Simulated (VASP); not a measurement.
Input of a VASP 6.6.1 run:

The input INCAR:

```
PREC = Accurate
ENCUT = 500
EDIFF = 1E-7
ISMEAR = 1
SIGMA = 0.05
LREAL = False
LASPH = True
NELM = 120
ALGO = Normal
ISIF = 3
LWAVE = False
LCHARG = False
GGA = PE
IBRION = 2
NSW = 80
EDIFFG = -0.03
GGA_COMPAT = False
NELMIN = 4
```

KPOINTS

```
Automatic mesh
0
Gamma
  8 8 8
```

Contents of POSCAR:

```
TiB2
1.0
    0.0000000000      2.3800000000      2.3800000000
    2.3800000000      0.0000000000      2.3800000000
    2.3800000000      2.3800000000      0.0000000000
Ti B
1 2
Direct
    0.0000000000      0.0000000000      0.0000000000
    0.2500000000      0.2500000000      0.2500000000
    0.7500000000      0.7500000000      0.7500000000
```

Potentials or basis: VASP PAW PBE potentials, release 64 (Ti_sv, B).

The run is started by

```sh
$ cat potpaw_PBE.64/Ti_sv/POTCAR potpaw_PBE.64/B/POTCAR > POTCAR
$ mpirun -np 1 vasp_std > vasp.out
```

Question: Predict the relaxed volume.

Answer: 11.01 Å³/atom.

Question: What does it give for the space group after relaxing (to 0.1 Å)?

Answer: Fm-3m (No. 225).

Question: Predict the relaxed cell.

Answer: a = 3.602 Å, b = 3.602 Å, c = 3.602 Å, α = 60.00°, β = 60.00°, γ = 60.00°.

Question: What does it give for the band gap on the k mesh?

Answer: Zero (bands 9 and 10 overlap by 1.36 eV).

Final structure:
```xyz
3
Lattice="0.0000 2.5467 2.5467 2.5467 0.0000 2.5467 2.5467 2.5467 0.0000" Properties=species:S:1:pos:R:3 pbc="T T T"
Ti    0.0000    0.0000    0.0000
B     1.2734    1.2734    1.2734
B     3.8201    3.8201    3.8201
```

Caveat: the volume moved by over 15 % at a fixed basis, so the end points are rough.
